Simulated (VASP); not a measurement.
A run of VASP 6.6.1 is set up as follows.

INCAR

```
SYSTEM = SiRu6
PREC = Accurate
ENCUT = 520
EDIFF = 1E-6
ISMEAR = 0
SIGMA = 0.1
LREAL = .FALSE.
LASPH = .TRUE.
NELM = 60
ALGO = Normal
ISIF = 2
LWAVE = .FALSE.
LCHARG = .FALSE.
LDIPOL = .TRUE.
IDIPOL = 3
DIPOL = 0.5 0.5 0.351
GGA = PE
NBANDS = 53
```

The input KPOINTS:

```
Automatic mesh
0
G
  10 6 1
  0 0 0
```

The input POSCAR:

```
SiRu6
1.0
    2.7197977462      0.0000000000      0.0000000000
    0.0000000000      4.2966597640      0.0000000000
    0.0000000000      0.0000000000     20.8383397414
Ru Si
6 1
Direct
    0.0000000000      0.7500000000      0.1919538720
    0.5000000000      0.2500000000      0.2296314409
    0.5000000000      0.7500000000      0.3049865786
    0.0000000000      0.2500000000      0.3407382302
    0.0000000000      0.7500000000      0.4168575075
    0.5000000000      0.2500000000      0.4481326179
    0.8333333333      0.7500000000      0.5255972339
```

Potentials or basis: VASP PAW PBE potentials, release 64 (Ru_pv, Si).

Command:

```sh
$ cat potpaw_PBE.64/Ru_pv/POTCAR potpaw_PBE.64/Si/POTCAR > POTCAR
$ mpirun -np 1 vasp_std > vasp.out
```

Q: Predict the largest force.

A: 2.033 eV/Å.

Q: Estimate the band gap on the k mesh.

A: Zero (bands 44 and 45 overlap by 1.12 eV).

Forces in eV/Å, atoms in the order of the input:
```
Ru  -0.007  0.000  0.879
Ru   0.059  0.000 -0.494
Ru   0.067  0.000 -0.677
Ru  -0.096  0.000 -0.148
Ru   0.332  0.000 -1.573
Ru   0.241  0.000  2.019
Si  -0.596  0.000 -0.005
```
